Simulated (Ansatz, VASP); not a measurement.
**One calculation of SiO2, two programs**

Contents of INCAR:

```
PREC = Accurate
ENCUT = 910
EDIFF = 1E-6
ISMEAR = 0
SIGMA = 0.05
LREAL = F
LASPH = T
NELM = 120
ALGO = Normal
ISIF = 2
LWAVE = F
LCHARG = T
LELF = T
LVHAR = T
NBANDS = 25
GGA_COMPAT = F
```

Contents of KPOINTS:

```
regular mesh
0
Gamma
  6 6 8
```

POSCAR

```
SiO2
1.0
    4.2549000000      0.0000000000      0.0000000000
    0.0000000000      4.2549000000      0.0000000000
    0.0000000000      0.0000000000      2.3420000000
Si O
2 4
Direct
    0.5000000000      0.5000000000      0.5000000000
    0.0000000000      0.0000000000      0.0000000000
    0.6944252994      0.6944252994      0.0000000000
    0.1944252994      0.8055747006      0.5000000000
    0.3055747006      0.3055747006      0.0000000000
    0.8055747006      0.1944252994      0.5000000000
```

Input for Ansatz:

```yaml
crystal:
  lattice:
    - [4.2549, 0.0, 0.0]
    - [0.0, 4.2549, 0.0]
    - [0.0, 0.0, 2.342]
  atoms:
    - { symbol: Si, position: [0.5, 0.5, 0.5] }
    - { symbol: Si, position: [0.0, 0.0, 0.0] }
    - { symbol: O, position: [0.6944252994, 0.6944252994, 0.0] }
    - { symbol: O, position: [0.1944252994, 0.8055747006, 0.5] }
    - { symbol: O, position: [0.3055747006, 0.3055747006, 0.0] }
    - { symbol: O, position: [0.8055747006, 0.1944252994, 0.5] }
basis:
  ecutwfc: 520.0
kpoints:
  mp_grid: { grid: [6, 6, 8] }
hamiltonian:
  xc: lda
  pseudopotentials: { kind: paw, azcp: { folder: soft_1 } }
scf:
  occupations: { method: gaussian, width: 0.05 }
output:
  forces: true
  stress: true
  eigenvalues: true
```

Alike in both runs: task single point; functional LDA; k mesh 6 × 6 × 8; occupations gaussian, width 0.05 eV; no spin polarisation.

```csv
,VASP,Ansatz
version,VASP 6.6.1,Ansatz 0.2.0
potentials or method,"VASP PAW LDA potentials, release 64 (Si, O_h), cutoff 910 eV","scalar-relativistic, plane waves, PAW"
valence electrons in the cell,32,32
```

```csv
,VASP,Ansatz,Ansatz less VASP
gap on the k mesh at the Fermi level (eV),7.21,7.21,-0.005
least direct gap on the mesh (eV),7.21,7.21,-0.005
rms of the force components (eV/Å),0.083,0.058,-0.0249
```

Ansatz warns that its potentials were made for another functional, while VASP's fit it. LDA's correlation is that of Perdew and Zunger in VASP and of Perdew and Wang (1992) in Ansatz. Atom by atom the forces differ by 0.025 eV/Å (rms over components).

Noted on VASP's run: the cutoff is short for stress, so the pressure is rough.
